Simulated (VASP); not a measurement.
Crystal: SiC.

```
CELL_PARAMETERS angstrom
8.71371 0.00000 0.00000
0.00000 8.71371 0.00000
0.00000 0.00000 8.71371
ATOMIC_POSITIONS crystal
Si 0.00000 0.00000 0.00000
Si 0.00000 0.00000 0.50000
Si 0.00000 0.50000 0.00000
Si 0.00000 0.50000 0.50000
Si 0.50000 0.00000 0.00000
Si 0.50000 0.00000 0.50000
Si 0.50000 0.50000 0.00000
Si 0.50000 0.50000 0.50000
Si 0.25000 0.25000 0.00000
Si 0.25000 0.25000 0.50000
Si 0.25000 0.75000 0.00000
Si 0.25000 0.75000 0.50000
Si 0.75000 0.25000 0.00000
Si 0.75000 0.25000 0.50000
Si 0.75000 0.75000 0.00000
Si 0.75000 0.75000 0.50000
Si 0.25000 0.00000 0.25000
Si 0.25000 0.00000 0.75000
Si 0.25000 0.50000 0.25000
Si 0.25000 0.50000 0.75000
Si 0.75000 0.00000 0.25000
Si 0.75000 0.00000 0.75000
Si 0.75000 0.50000 0.25000
Si 0.75000 0.50000 0.75000
Si 0.00000 0.25000 0.25000
Si 0.00000 0.25000 0.75000
Si 0.00000 0.75000 0.25000
Si 0.00000 0.75000 0.75000
Si 0.50000 0.25000 0.25000
Si 0.50000 0.25000 0.75000
Si 0.50000 0.75000 0.25000
Si 0.50000 0.75000 0.75000
C 0.12500 0.12500 0.12500
C 0.12500 0.12500 0.62500
C 0.12500 0.62500 0.12500
C 0.12500 0.62500 0.62500
C 0.62500 0.12500 0.12500
C 0.62500 0.12500 0.62500
C 0.62500 0.62500 0.12500
C 0.62500 0.62500 0.62500
C 0.37500 0.37500 0.12500
C 0.37500 0.37500 0.62500
C 0.37500 0.87500 0.12500
C 0.37500 0.87500 0.62500
C 0.87500 0.37500 0.12500
C 0.87500 0.37500 0.62500
C 0.87500 0.87500 0.12500
C 0.87500 0.87500 0.62500
C 0.37500 0.12500 0.37500
C 0.37500 0.12500 0.87500
C 0.37500 0.62500 0.37500
C 0.37500 0.62500 0.87500
C 0.87500 0.12500 0.37500
C 0.87500 0.12500 0.87500
C 0.87500 0.62500 0.37500
C 0.87500 0.62500 0.87500
C 0.12500 0.37500 0.37500
C 0.12500 0.37500 0.87500
C 0.12500 0.87500 0.37500
C 0.12500 0.87500 0.87500
C 0.62500 0.37500 0.37500
C 0.62500 0.37500 0.87500
C 0.62500 0.87500 0.37500
C 0.62500 0.87500 0.87500
```

Base run:

```yaml
Program: VASP 6.6.1
Functional: PBEsol
Potentials_or_basis: VASP PAW PBE potentials, release 64 (Si, C)
Cutoff: 520 eV
k_mesh: 1 × 1 × 1, shifted
Occupations: fermi-dirac, width 0.05 eV
Spin: no spin polarisation
```

Its results: band gap on the k mesh 2.35 eV; pressure 0.4 GPa.

The run is repeated on the same cell with these changes: functional from PBEsol to r2SCAN. What comes out?

Band gap on the k mesh 2.87 eV; pressure -0.3 GPa.

Caveats: the PAW data sets were made with another functional, which shifts forces and pressure a little; a shifted mesh leaves out Γ, where band edges can lie.

A k mesh can miss the band edges.
